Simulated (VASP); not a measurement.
# Fe (Fd-3m) in VASP: a series of runs, part 2 of 2

VASP 6.6.1. Earlier steps stand in the parts before.

## Step 3: Single point, BLYP, collinear spin, antiferromagnetic start (volume scaled by 1.08)

INCAR

```
  AGGAC = 1.0
  AGGAX = 1.0
  ALDAC = 0.0
  ALDAX = 1.0
  ALGO = Normal
  EDIFF = 1E-6
  ENCUT = 520
  GGA = B5
  ISIF = 2
  ISMEAR = -1
  ISPIN = 2
  LASPH = T
  LCHARG = F
  LMAXMIX = 4
  LORBIT = 11
  LREAL = F
  LWAVE = F
  MAGMOM = 2.5 -2.5
  NBANDS = 19
  NELM = 150
  PREC = Accurate
  SIGMA = 0.05
```

KPOINTS

```
k-points
0
Gamma
  12 12 12
```

POSCAR

```
Fe
1.0
    0.0000000000      2.5346588996      2.5346588996
    2.5346588996      0.0000000000      2.5346588996
    2.5346588996      2.5346588996      0.0000000000
Fe
2
Direct
    0.1250000000      0.1250000000      0.1250000000
    0.8750000000      0.8750000000      0.8750000000
```

Potentials or basis: VASP PAW PBE potentials, release 64 (Fe).

Command:

```sh
$ cat potpaw_PBE.64/Fe/POTCAR > POTCAR
$ mpirun -np 1 vasp_std > vasp.out
```

OUTCAR:

```text
EDIFF = 1E-6
   ENCUT = 520
   GGA = B5
   ISIF = 2
   ISMEAR = -1
   ISPIN = 2
   LASPH = T
   LORBIT = 11
   LREAL = F
   NELM = 150
   PREC = Accurate

 ion  position               nearest neighbor table
   1  0.125  0.125  0.125-   2 2.20   2 2.20   2 2.20   2 2.20
   2  0.875  0.875  0.875-   1 2.20   1 2.20   1 2.20   1 2.20

  LATTYP: Found a face centered cubic cell.
 ALAT       =     5.0693177992

  Lattice vectors:

 A1 = (   0.0000000000,   2.5346588996,   2.5346588996)
 A2 = (   2.5346588996,   0.0000000000,   2.5346588996)
 A3 = (   2.5346588996,   2.5346588996,   0.0000000000)

Analysis of symmetry for initial positions (statically):
=====================================================================
 Subroutine PRICEL returns:
 Original cell was already a primitive cell.

 Routine SETGRP: Setting up the symmetry group for a
 face centered cubic supercell.

 Subroutine GETGRP returns: Found 48 space group operations
 (whereof 12 operations were pure point group operations)
 out of a pool of 48 trial point group operations.

The static configuration has the point symmetry D_3d.
 The point group associated with its full space group is O_h .

Analysis of symmetry for dynamics (positions and initial velocities):
=====================================================================
 Subroutine PRICEL returns:
 Original cell was already a primitive cell.

 Routine SETGRP: Setting up the symmetry group for a
 face centered cubic supercell.

 Subroutine GETGRP returns: Found 48 space group operations
 (whereof 12 operations were pure point group operations)
 out of a pool of 48 trial point group operations.

The dynamic configuration has the point symmetry D_3d.
 The point group associated with its full space group is O_h .

Analysis of structural, dynamic, and magnetic symmetry:
=====================================================================
 Subroutine PRICEL returns:
 Original cell was already a primitive cell.

 Routine SETGRP: Setting up the symmetry group for a
 face centered cubic supercell.
[... 144 lines left out ...]

 number of electron      16.0000011 magnetization       0.0000000

 Free energy of the ion-electron system (eV)
  ---------------------------------------------------
  ext. energy  EPLUGINS =         0.00000000
  ---------------------------------------------------
  free energy    TOTEN  =       -12.45531781 eV

  energy without entropy =      -12.43044991  energy(sigma->0) =      -12.44288386

 E-fermi :   3.1210     XC(G=0): -10.2786

 val. band max:        3.1179637639   @ k =   0.4167   0.3333   0.0000
 cond. band min:       3.1312862529   @ k =   0.5000   0.1667   0.0000
 fundamental gap:      0.0133224890
 Fermi energy:         3.1210464274

 spin component 1

 k-point     1 :       0.0000    0.0000    0.0000
  band No.  band energies     occupation
      1      -2.8531      1.00000
      2       0.7888      1.00000
      3       0.7888      1.00000
      4       0.9951      1.00000
      5       0.9951      1.00000
      6       0.9951      1.00000
[... 517 lines left out ...]
     18      21.7421      0.00000
     19      23.0246      0.00000

 [... further k-points ...]

 spin component 2

 k-point     1 :       0.0000    0.0000    0.0000
  band No.  band energies     occupation
      1      -2.8531      1.00000
      2       0.7888      1.00000
      3       0.7888      1.00000
      4       0.9951      1.00000
      5       0.9951      1.00000
      6       0.9951      1.00000
[... 517 lines left out ...]
     18      21.7421      0.00000
     19      23.0246      0.00000

 [... further k-points ...]
[... 5 lines left out ...]
  --------------------------------------------------------------------------------------
  -------------------------------------------------------------------------------------
  Total       -1.9129782     -1.9129782     -1.9129782     -0.0000000      0.0000000      0.0000000
  in kB      -94.1091890    -94.1091890    -94.1091890     -0.0000000      0.0000000      0.0000000
  external PRESSURE =     -94.1091890 kB  Pullay stress =       0.0000000 kB

 VOLUME and BASIS-vectors are now :
 -----------------------------------------------------------------------------
  energy-cutoff  :      520.00
  volume of cell :       32.57
      direct lattice vectors                 reciprocal lattice vectors
     0.000000000  2.534658900  2.534658900    -0.197265202  0.197265202  0.197265202
     2.534658900  0.000000000  2.534658900     0.197265202 -0.197265202  0.197265202
     2.534658900  2.534658900  0.000000000     0.197265202  0.197265202 -0.197265202

 POSITION                                       TOTAL-FORCE (eV/Angst)
 -----------------------------------------------------------------------------------
      0.63366      0.63366      0.63366         0.000000      0.000000      0.000000
      4.43565      4.43565      4.43565        -0.000000     -0.000000     -0.000000
 -----------------------------------------------------------------------------------
    total drift:                                0.000000     -0.000000     -0.000000

  FREE ENERGIE OF THE ION-ELECTRON SYSTEM (eV)
  ---------------------------------------------------
  free  energy   TOTEN  =       -12.4553178141 eV

  energy  without entropy=      -12.4304499135  energy(sigma->0) =      -12.44288386

 total charge

# of ion       s       p       d       tot
------------------------------------------
    1        0.545   0.362   6.405   7.311
    2        0.545   0.362   6.405   7.311
--------------------------------------------------
tot          1.090   0.723  12.809  14.622

 magnetization (x)

# of ion       s       p       d       tot
------------------------------------------
    1       -0.000  -0.000  -0.000  -0.000
    2        0.000   0.000   0.000   0.000
--------------------------------------------------
tot          0.000   0.000   0.000   0.000
```

Run time: 2.8 min. Hardware: 1 thread of Intel Xeon Platinum 8259CL at 2.50GHz (Skylake/Cascade Lake), shared host; peak memory 0.2 GiB.

What came out:

| Quantity | Value |
| --- | --- |
| Free energy | -12.4553 eV |
| Pressure | -9.4 GPa |
| Band gap on the k mesh | zero (filled and empty bands overlap) |
| Net moment | 0.00 μB per cell |
| Valence electrons inside the program's atomic spheres | Fe 7.31 |

Caveat: the starting moments collapsed, and a magnetic state may lie lower; the PAW data sets were made with another functional, which shifts forces and pressure a little.

## Step 4: Single point, BLYP (volume scaled by 0.88)

INCAR

```
PREC     = Accurate       # precision mode
ENCUT    = 520            # plane-wave cutoff, eV
EDIFF    = 1E-6           # SCF threshold, eV
ISMEAR   = -1             # smearing method
SIGMA    = 0.1            # smearing width, eV
LREAL    = False          # projectors in reciprocal space
LASPH    = True           # aspherical terms in the spheres
NELM     = 80             # most SCF steps
ALGO     = Normal         # electronic algorithm
ISIF     = 2              # what is computed and relaxed
LWAVE    = False          # write WAVECAR
LCHARG   = True           # write CHGCAR
GGA      = B5             # functional
ALDAX    = 1.0          
AGGAX    = 1.0          
AGGAC    = 1.0          
ALDAC    = 0.0          
LELF     = True           # ELF
LVHAR    = True         
NBANDS   = 15             # bands
```

KPOINTS

```
Automatic mesh
0
Gamma
  12 12 12
```

POSCAR

```
Fe
1.0
    0.0000000000      2.3686123378      2.3686123378
    2.3686123378      0.0000000000      2.3686123378
    2.3686123378      2.3686123378      0.0000000000
Fe
2
Direct
    0.1250000000      0.1250000000      0.1250000000
    0.8750000000      0.8750000000      0.8750000000
```

Command:

```sh
$ cat potpaw_PBE.64/Fe/POTCAR > POTCAR
$ mpirun -np 1 vasp_std > vasp.out
```

It took 73 s on 1 thread of Intel Xeon Platinum 8259CL at 2.50GHz (Skylake/Cascade Lake), shared host; peak memory 0.16 GiB.

The run converged. Its results:

| Item | Value |
| --- | --- |
| Free energy | -12.3652 eV |
| Pressure | 21.3 GPa |
| Band gap on the k mesh | zero (band 8 reaches 5.14 eV, above the bottom of band 9 at 4.38 eV) |

Levels at points of the mesh, in eV from the Fermi level:
```
           k point  band 4  band 5  band 6  band 7  band 8  band 9  band 10  band 11  band 12  band 13
(0.00, 0.00, 0.00)   -2.69   -2.69   -2.69   -0.46   -0.46   -0.46     1.39     1.39    15.31    15.31
(0.50, 0.00, 0.00)   -2.94   -2.74   -2.74   -0.99    0.20    0.20     1.09     1.09     2.78    11.58
(0.50, 0.50, 0.00)   -2.65   -1.35   -1.35   -0.84   -0.84    1.32     1.32     3.07     3.07     5.85
```

Caveat: the PAW data sets were made with another functional, which shifts forces and pressure a little; the run has no spin polarisation, though such a crystal can be magnetic.

## Step 5: Single point, BLYP (volume scaled by 0.92)

INCAR

```
PREC = Accurate
ENCUT = 520
EDIFF = 1E-6
ISMEAR = -1
SIGMA = 0.1
LREAL = False
LASPH = True
NELM = 80
ALGO = Normal
ISIF = 2
LWAVE = False
LCHARG = True
GGA = B5
ALDAX = 1.0
AGGAX = 1.0
AGGAC = 1.0
ALDAC = 0.0
LELF = True
LVHAR = True
NBANDS = 15
```

KPOINTS

```
regular mesh
0
Gamma
  12 12 12
```

POSCAR

```
Fe
1.0
    0.0000000000      2.4039699735      2.4039699735
    2.4039699735      0.0000000000      2.4039699735
    2.4039699735      2.4039699735      0.0000000000
Fe
2
Direct
    0.1250000000      0.1250000000      0.1250000000
    0.8750000000      0.8750000000      0.8750000000
```

Command:

```sh
$ cat potpaw_PBE.64/Fe/POTCAR > POTCAR
$ mpirun -np 1 vasp_std > vasp.out
```

It took 71 s on 1 thread of Intel Xeon Platinum 8259CL at 2.50GHz (Skylake/Cascade Lake), shared host; peak memory 0.16 GiB.

Results (log left out):

```
Free energy            : -12.4907 eV
Pressure               : 12.3 GPa
Band gap on the k mesh : zero (band 8 reaches 4.71 eV, above the bottom of band 9 at 3.99 eV)
```

Levels at points of the mesh, in eV from the Fermi level:
| k point | band 5 | band 6 | band 7 | band 8 | band 9 | band 10 | band 11 | band 12 |
| --- | --- | --- | --- | --- | --- | --- | --- | --- |
| (0.00, 0.00, 0.00) | -2.56 | -2.56 | -0.44 | -0.44 | -0.44 | 1.30 | 1.30 | 14.85 |
| (0.50, 0.00, 0.00) | -2.60 | -2.60 | -0.96 | 0.18 | 0.18 | 1.02 | 1.02 | 2.62 |
| (0.50, 0.50, 0.00) | -1.35 | -1.35 | -0.79 | -0.79 | 1.24 | 1.24 | 2.92 | 2.92 |

Caveat: the PAW data sets were made with another functional, which shifts forces and pressure a little; the run has no spin polarisation, though such a crystal can be magnetic.
